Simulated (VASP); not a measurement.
Write the native input for VASP 6.6.1 that does the following.

* Task: single point
* Functional: PBE
* Potentials or basis: VASP PAW PBE potentials, release 64 (Be, Ga_d, C)
* Cutoff: 520 eV
* k mesh: 15 × 15 × 4
* Occupations: gaussian, width 0.1 eV
* Spin: no spin polarisation
* Dipole correction: no
* Further INCAR settings: ALGO = Normal; EDIFF = 1e-06; NBANDS = 30

The structure of Be2Ga2C3 lies in POSCAR:

```
Be2Ga2C3
1.0
    2.8519159544      0.0000000000      0.0000000000
   -1.4259579772      2.4698316660      0.0000000000
    0.0000000000      0.0000000000     12.6435970306
Be Ga C
2 2 3
Direct
    0.3333333333      0.6666666667      0.5000000000
    0.6666666667      0.3333333333      0.5000000000
    0.0000000000      0.0000000000      0.2621248808
    0.0000000000      0.0000000000      0.7378751192
    0.0000000000      0.0000000000      0.5000000000
    0.3333333333      0.6666666667      0.0000000000
    0.6666666667      0.3333333333      0.0000000000
```

These files were run (other wordings do the same):

INCAR

```
SYSTEM = Be2Ga2C3
ALGO = Normal
EDIFF = 1E-6
ENCUT = 520
GGA = PE
ISIF = 2
ISMEAR = 0
LASPH = .True.
LCHARG = .False.
LREAL = .False.
LWAVE = .False.
NBANDS = 30
NELM = 100
PREC = Accurate
SIGMA = 0.1
```

KPOINTS

```
k-points
0
Gamma
  15 15 4
  0 0 0
```

Potentials or basis: VASP PAW PBE potentials, release 64 (Be, Ga_d, C).

Launch:

```bash
$ cat potpaw_PBE.64/Be/POTCAR potpaw_PBE.64/Ga_d/POTCAR potpaw_PBE.64/C/POTCAR > POTCAR
$ mpirun -np 1 vasp_std > vasp.out
```

It gave:

The pressure is 0.2 GPa and the band gap on the k mesh is zero (band 21 reaches 6.61 eV, above the bottom of band 22 at 2.94 eV).

Run time: 2.8 min on 1 thread of Intel(R) Xeon(R) Platinum 8488C (Sapphire Rapids) (shared host), peak memory 0.35 GiB.
